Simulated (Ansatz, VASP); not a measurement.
## Ge in VASP and in Ansatz

The input INCAR:

```
SYSTEM = Ge
ALGO = Normal
EDIFF = 1E-7
ENCUT = 520
GGA = PS
ISIF = 2
ISMEAR = -1
LASPH = .True.
LCHARG = .False.
LREAL = .False.
LWAVE = .False.
NBANDS = 36
NELM = 60
PREC = Accurate
SIGMA = 0.05
```

File KPOINTS:

```
k-points
0
Gamma
  11 11 6
  0 0 0
```

Contents of POSCAR:

```
Ge
1.0
    4.0240606931      0.0000000000      0.0000000000
   -2.0120303466      3.4849387866      0.0000000000
    0.0000000000      0.0000000000      6.6430837134
Ge
4
Direct
    0.6666666667      0.3333333333      0.0629012500
    0.3333333333      0.6666666667      0.5629012500
    0.6666666667      0.3333333333      0.4370987500
    0.3333333333      0.6666666667      0.9370987500
```

Input for Ansatz:

```yaml
crystal:
  lattice:
    - [4.0240606931, 0.0, 0.0]
    - [-2.0120303466, 3.4849387866, 0.0]
    - [0.0, 0.0, 6.6430837134]
  atoms:
    - { symbol: Ge, position: [0.6666666667, 0.3333333333, 0.06290125] }
    - { symbol: Ge, position: [0.3333333333, 0.6666666667, 0.56290125] }
    - { symbol: Ge, position: [0.6666666667, 0.3333333333, 0.43709875] }
    - { symbol: Ge, position: [0.3333333333, 0.6666666667, 0.93709875] }
kpoints:
  mp_grid: { grid: [11, 11, 6] }
  band_path:
    path:
      - [0.0, 0.0, 0.0]
      - [0.5, 0.0, 0.0]
      - [0.3333333333, 0.3333333333, 0.0]
      - [0.0, 0.0, 0.0]
      - [0.0, 0.0, 0.5]
      - [0.5, 0.0, 0.5]
      - [0.3333333333, 0.3333333333, 0.5]
      - [0.0, 0.0, 0.5]
      - [0.5, 0.0, 0.5]
    npoints: 5
scf:
  occupations: { method: fermi_dirac, width: 0.05 }
hamiltonian:
  xc: pbesol
  pseudopotentials: { kind: all_electron, lapw: { basis_error: 0.001 } }
output:
  forces: true
  stress: true
  eigenvalues: true
```

Change from the starting cell: volume scaled by 1.02.

Alike in both runs: task single point; functional PBEsol; k mesh 11 × 11 × 6; occupations fermi-dirac, width 0.05 eV; no spin polarisation.

|  | VASP | Ansatz |
| --- | --- | --- |
| version | VASP 6.6.1 | Ansatz 0.2.0 |
| potentials or method | VASP PAW PBE potentials, release 64 (Ge_d), cutoff 520 eV | all-electron LAPW, scalar-relativistic |

```tsv
	VASP	Ansatz	Ansatz less VASP
pressure (GPa)	-1.4	-1.3	+0.07
traceless stress, the component that is largest in VASP (GPa)	-0.08	-0.08	-0.004
rms of the force components (eV/Å)	0.003	0.004	+0.0006
```

VASP's potentials were made for PBE, not for PBEsol. Atom by atom the forces differ by 0.001 eV/Å (rms over components). Ansatz ran all-electron here, and VASP with PAW potentials.
